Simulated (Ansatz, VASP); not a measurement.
GaN: VASP beside Ansatz

The input POSCAR:

```
GaN
1.0
    0.0000000000      2.1085152362      2.1085152362
    2.1085152362      0.0000000000      2.1085152362
    2.1085152362      2.1085152362      0.0000000000
Ga N
1 1
Direct
    0.0000000000      0.0000000000      0.0000000000
    0.5000000000      0.5000000000      0.5000000000
```

File INCAR.step1:

```
SYSTEM = GaN
PREC = Accurate
ENCUT = 1460
ISMEAR = 0
SIGMA = 0.01
LREAL = .False.
LASPH = .True.
NELM = 120
NBANDS = 16
GGA = PE
ALGO = Normal
EDIFF = 1E-5
LWAVE = .True.
LCHARG = .False.
GGA_COMPAT = .False.
```

Contents of INCAR.step2:

```
SYSTEM = GaN
PREC = Accurate
ENCUT = 1460
EDIFF = 1E-6
ISMEAR = 0
SIGMA = 0.01
LREAL = .False.
LASPH = .True.
NELM = 120
ALGO = Normal
ISIF = 2
LWAVE = .False.
LCHARG = .False.
METAGGA = R2SCAN
LMIXTAU = .True.
NBANDS = 16
ISTART = 1
GGA_COMPAT = .False.
```

The input KPOINTS:

```
regular mesh
0
Gamma
  10 10 10
  0 0 0
```

Input for Ansatz:

```yaml
crystal:
  lattice:
    - [0.0, 2.1085152362, 2.1085152362]
    - [2.1085152362, 0.0, 2.1085152362]
    - [2.1085152362, 2.1085152362, 0.0]
  atoms:
    - { symbol: Ga, position: [0.0, 0.0, 0.0] }
    - { symbol: "N", position: [0.5, 0.5, 0.5] }
kpoints:
  mp_grid: { grid: [10, 10, 10] }
  band_path:
    path:
      - [0.0, 0.0, 0.0]
      - [0.5, 0.0, 0.5]
      - [0.625, 0.25, 0.625]
      - [0.375, 0.375, 0.75]
      - [0.5, 0.5, 0.5]
      - [0.5, 0.25, 0.75]
      - [0.0, 0.174479, -0.177083]
      - [0.0, 0.5, 0.5]
    npoints: 1
hamiltonian:
  xc: r2scan
scf:
  occupations: { method: fixed }
  n_extra_bands: 4
output:
  forces: true
  stress: true
  eigenvalues: true
  write_density: true
  write_potential: true
  elf: true
  volumetric_format: npy
```

Alike in both runs: task single point; functional r2SCAN; k mesh 10 × 10 × 10; no spin polarisation.

```csv
,VASP,Ansatz
version,VASP 6.6.1,Ansatz 0.2.0
potentials or method,"VASP PAW PBE potentials, release 64 (Ga_d, N_h)","plane waves, PAW"
plane-wave cutoff (eV),1460,500
occupations,"gaussian, width 0.01 eV",fixed
valence electrons in the cell,18,18
```

```tsv
	VASP	Ansatz	Ansatz less VASP
gap on the k mesh at the Fermi level (eV)	1.18	1.20	+0.021
pressure (GPa)	1.0	0.0	-1.04
```

VASP's potentials were made for PBE, not for r2SCAN.
